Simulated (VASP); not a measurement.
A run of VASP 6.6.1 is set up as follows.

File INCAR:

```
PREC = Accurate
ENCUT = 600
EDIFF = 1E-7
ISMEAR = 0
SIGMA = 0.1
LREAL = F
LASPH = T
NELM = 60
ALGO = Fast
ISIF = 3
LWAVE = F
LCHARG = F
GGA = PE
IVDW = 12
IBRION = 2
NSW = 100
EDIFFG = -0.005
```

The input KPOINTS:

```
Automatic mesh
0
Gamma
  12 12 12
```

Contents of POSCAR:

```
Bi
1.0
    2.2675000000      1.3091417354      3.9380000000
   -2.2675000000      1.3091417354      3.9380000000
    0.0000000000     -2.6182834708      3.9380000000
Bi
2
Direct
    0.2340000000      0.2340000000      0.2340000000
    0.7660000000      0.7660000000      0.7660000000
```

Potentials or basis: VASP PAW PBE potentials, release 64 (Bi_d).

Launch:

```sh
$ cat potpaw_PBE.64/Bi_d/POTCAR > POTCAR
$ mpirun -np 1 vasp_std > vasp.out
```

(1) What does it give for the dispersion energy per atom?

(2) What does it give for the space group after relaxing (to 0.1 Å)?

Results:

(1) -0.462 eV.

(2) R-3m (No. 166).
